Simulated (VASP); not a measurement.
Crystal: C.

```
C
1.0
     0.00000    1.89820    1.76577
     1.63334    0.00000    1.76577
     1.63334    1.89820    0.00000
C
2
Direct
  0.50000 0.50000 0.50000
  0.75000 0.75000 0.75000
```

This cell differs from its parent crystal: strain +e along x and -e along y -0.0750, strain +e along z and -e/2 along x and y +0.0000.

Base run:

| Quantity | Value |
| --- | --- |
| Program | VASP 6.6.1 |
| Functional | LDA |
| Potentials or basis | VASP PAW LDA potentials, release 64 (C) |
| Cutoff | 520 eV |
| k mesh | 12 × 12 × 12 |
| Occupations | gaussian, width 0.05 eV |
| Spin | no spin polarisation |

Its results: band gap on the k mesh 1.37 eV, indirect (least direct gap 3.79 eV); pressure 4.6 GPa.

Question: The run is repeated on the same cell with these changes: potentials or basis from VASP PAW LDA potentials, release 64 (C) to VASP PAW LDA potentials, release 64 (C_h); cutoff from 520 eV to 910 eV; further incar settings from ALGO = Normal; EDIFF = 1e-07; NBANDS = 11 to ALGO = Normal; EDIFF = 1e-06; NBANDS = 11. What comes out?

Answer: Band gap on the k mesh 1.37 eV, indirect (least direct gap 3.79 eV); pressure 3.7 GPa.

Caveats: the cutoff is under 1.25 times the usual one of these potentials, so pressure, stress and relaxed cells hold a basis-set (Pulay) error (some runs).

A k mesh can miss the band edges.
